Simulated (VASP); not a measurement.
## CaSe: single point with r2SCAN

The system is CaSe.

```
Ca Se
1.0
     3.62206    0.00000    0.00000
     0.00000    3.62206    0.00000
     0.00000    0.00000    3.63478
Ca Se
1 1
Cartesian
  0.0000 0.0000 0.0000
  1.8110 1.8110 1.8174
```

This cell differs from its parent crystal: biaxial xy strain -0.3%.

| Quantity | Value |
| --- | --- |
| Program | VASP 6.6.1 |
| Task | single point |
| Functional | r2SCAN |
| Potentials or basis | VASP PAW PBE potentials, release 64 (Ca_sv, Se) |
| Cutoff | 520 eV |
| k mesh | 8 × 8 × 8 |
| Occupations | gaussian, width 0.01 eV |
| Spin | no spin polarisation |

- Pressure: 0.6 GPa
- Band gap on the k mesh: 1.22 eV, direct

Stress tensor (GPa, compression positive):
```
0.76 0.00 0.00
0.00 0.76 0.00
0.00 0.00 0.17
```

Levels at points of the mesh, in eV from the valence-band top:
```csv
k point,band 5,band 6,band 7,band 8,band 9,band 10,band 11,band 12
"(0.00, 0.00, 0.00)",-13.53,-0.93,-0.89,-0.89,1.49,1.50,2.93,4.87
"(0.50, 0.00, 0.00)",-12.75,-5.00,-1.09,-1.04,2.48,5.14,5.30,5.39
"(0.50, 0.50, 0.00)",-12.41,-3.67,-3.67,-0.03,1.23,3.45,3.60,3.60
"(0.00, 0.00, 0.50)",-12.76,-5.01,-1.05,-1.05,2.47,5.15,5.28,5.41
"(0.50, 0.00, 0.50)",-12.42,-3.68,-3.67,0.00,1.22,3.49,3.62,3.63
"(0.50, 0.50, 0.50)",-11.80,-3.82,-3.82,-3.81,4.39,4.39,4.39,5.92
```

It took 2.1 min on 1 thread of Intel(R) Xeon(R) Platinum 8375C CPU @ 2.90GHz (Ice Lake) (shared host), peak memory 0.2 GiB.

Caveat: the cell differs from its parent crystal (biaxial xy strain -0.3%); the PAW data sets were made with another functional, which shifts forces and pressure a little. A k mesh can miss the band edges.
